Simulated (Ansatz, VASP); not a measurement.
**One calculation of NaI, two programs**

```
Na I
1.0
     0.00000    3.73615    2.42850
     3.73615    0.00000    2.42850
     3.73615    3.73615    0.00000
Na I
1 1
Direct
  0.00000 0.00000 0.00000
  0.50000 0.50000 0.50000
```

Alike in both runs: task single point; functional r2SCAN; k mesh 8 × 8 × 8; occupations gaussian, width 0.05 eV; no spin polarisation.

|  | VASP | Ansatz |
| --- | --- | --- |
| version | VASP 6.6.1 | Ansatz 0.2.0 |
| potentials or method | VASP PAW PBE potentials, release 64 (Na_pv, I), cutoff 520 eV | scalar-relativistic, plane waves, PAW |
| valence electrons in the cell | 14 | 26 |

|  | VASP | Ansatz | Ansatz less VASP |
| --- | --- | --- | --- |
| gap on the k mesh at the Fermi level (eV) | 4.35 | 4.38 | +0.030 |
| least direct gap on the mesh (eV) | 4.39 | 4.42 | +0.030 |
| pressure (GPa) | 11.3 | 11.2 | -0.04 |
| traceless stress, the component that is largest in VASP (GPa) | 24.40 | 24.16 | -0.239 |

VASP's potentials were made for PBE, not for r2SCAN. The functional is the same, so the differences come from potentials, cutoffs and numerics. VASP's potentials hold 14 valence electrons a cell and Ansatz's 26, so a difference there can come from the potentials and not from the codes.

Spin-orbit coupling is off throughout.
